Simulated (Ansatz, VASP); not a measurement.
## Two plane-wave programs on Al2Cu

The input INCAR:

```
ALGO = Fast
EDIFF = 1E-6
ENCUT = 520
GGA = CA
ISIF = 2
ISMEAR = 0
LASPH = T
LCHARG = T
LELF = T
LREAL = F
LVHAR = T
LWAVE = F
NBANDS = 16
NELM = 100
PREC = Accurate
SIGMA = 0.15
```

The input KPOINTS:

```
k-points
0
Gamma
  12 12 16
```

POSCAR

```
Al2Cu
1.0
    4.0425045047      0.0000000000      0.0000000000
    0.0000000000      4.0425045047      0.0000000000
    0.0000000000      0.0000000000      2.8219643188
Al Cu
2 1
Direct
    0.5000000000      0.0000000000      0.5000000000
    0.0000000000      0.5000000000      0.5000000000
    0.0000000000      0.0000000000      0.0000000000
```

Input for Ansatz:

```yaml
crystal:
  lattice:
    - [4.0425045047, 0.0, 0.0]
    - [0.0, 4.0425045047, 0.0]
    - [0.0, 0.0, 2.8219643188]
  atoms:
    - { symbol: Al, position: [0.5, 0.0, 0.5] }
    - { symbol: Al, position: [0.0, 0.5, 0.5] }
    - { symbol: Cu, position: [0.0, 0.0, 0.0] }
basis:
  ecutwfc: 420
kpoints:
  mp_grid: { grid: [12, 12, 16] }
hamiltonian:
  xc: lda
scf:
  occupations: { method: gaussian, width: 0.15 }
output:
  forces: true
  stress: true
  eigenvalues: true
```

Alike in both runs: task single point; functional LDA; k mesh 12 × 12 × 16; occupations gaussian, width 0.15 eV; no spin polarisation.

|  | VASP | Ansatz |
| --- | --- | --- |
| version | VASP 6.6.1 | Ansatz 0.2.0 |
| potentials or method | VASP PAW LDA potentials, release 64 (Al, Cu), cutoff 520 eV | scalar-relativistic, plane waves, PAW |
| valence electrons in the cell | 17 | 25 |

```tsv
	VASP	Ansatz	Ansatz less VASP
gap on the k mesh at the Fermi level (eV)	none	none	-
pressure (GPa)	0.0	0.0	-0.02
traceless stress, the component that is largest in VASP (GPa)	-0.55	-0.55	0.000
```

LDA's correlation is that of Perdew and Zunger in VASP and of Perdew and Wang (1992) in Ansatz. A gap of «none» marks a metal or a gap that the smearing closes. VASP's potentials hold 17 valence electrons a cell and Ansatz's 25, so a difference there can come from the potentials and not from the codes.
